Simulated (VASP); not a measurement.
A run of VASP 6.6.1:

File INCAR:

```
  PREC = Accurate
  ENCUT = 520
  EDIFF = 1E-6
  ISMEAR = -1
  SIGMA = 0.02
  LREAL = F
  LASPH = T
  NELM = 60
  ALGO = Normal
  ISIF = 2
  LWAVE = F
  LCHARG = F
  GGA = PE
  NBANDS = 11
```

File KPOINTS:

```
Automatic mesh
0
Gamma
  8 8 8
```

The input POSCAR:

```
MgS
1.0
    0.0219828249      2.6015177399      2.6015177399
    2.6015177399      0.0219828249      2.6015177399
    2.6235005648      2.6235005648      0.0000000000
Mg S
1 1
Direct
    0.0000000000      0.0000000000      0.0000000000
    0.5000000000      0.5000000000      0.5000000000
```

Potentials or basis: VASP PAW PBE potentials, release 64 (Mg, S).

Command:

```bash
$ cat potpaw_PBE.64/Mg/POTCAR potpaw_PBE.64/S/POTCAR > POTCAR
$ mpirun -np 1 vasp_std > vasp.out
```

Hardware: 1 thread of Intel(R) Xeon(R) 6975P-C (Granite Rapids), on a shared host.

**Question.** How long does it take, and how much memory?

**Answer.** Run time: 16 s on 1 thread of Intel(R) Xeon(R) 6975P-C (Granite Rapids) (shared host), peak memory 0.17 GiB. Counts: scf iterations 12, k points 95.
